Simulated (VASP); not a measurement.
Input of a VASP 6.6.1 run:

File INCAR:

```
PREC = Accurate ; ENCUT = 600
EDIFF = 1E-7 ; ISMEAR = -1
SIGMA = 0.05 ; LREAL = F
LASPH = T ; NELM = 60
ALGO = Normal ; ISIF = 3
LWAVE = F ; LCHARG = F
GGA = PE ; IBRION = 2
NSW = 60 ; EDIFFG = -0.01
```

The input KPOINTS:

```
Automatic mesh
0
Gamma
  5 5 3
```

POSCAR

```
Si2Mo
1.0
    4.5854715599      0.0000000000      0.0000000000
   -2.2927357800      3.9711348592      0.0000000000
    0.0000000000      0.0000000000      6.5797601000
Mo Si
3 6
Direct
    0.5000000000      0.5000000000      0.8333333333
    0.0000000000      0.5000000000      0.1666666667
    0.5000000000      0.0000000000      0.5000000000
    0.1638729800      0.3277459600      0.5000000000
    0.6722540400      0.8361270200      0.1666666667
    0.8361270200      0.1638729800      0.8333333333
    0.8361270200      0.6722540400      0.5000000000
    0.3277459600      0.1638729800      0.1666666667
    0.1638729800      0.8361270200      0.8333333333
```

Potentials or basis: VASP PAW PBE potentials, release 64 (Mo_sv, Si).

Run with:

```bash
$ cat potpaw_PBE.64/Mo_sv/POTCAR potpaw_PBE.64/Si/POTCAR > POTCAR
$ mpirun -np 1 vasp_std > vasp.out
```

Problem. Predict the relaxed cell.

Solution. a = 4.615 Å, b = 4.615 Å, c = 6.606 Å, α = 90.00°, β = 90.00°, γ = 120.00°.

Problem. What does it give for the space group after relaxing (to 0.1 Å)?

Solution. P6_222 (No. 180).

Forces on the atoms (eV/Å):
```
Mo   0.000  0.000  0.000
Mo   0.000  0.000  0.000
Mo   0.000  0.000  0.000
Si   0.000  0.002  0.000
Si  -0.002 -0.001  0.000
Si  -0.002  0.001  0.000
Si   0.000 -0.002  0.000
Si   0.002  0.001  0.000
Si   0.002 -0.001  0.000
```
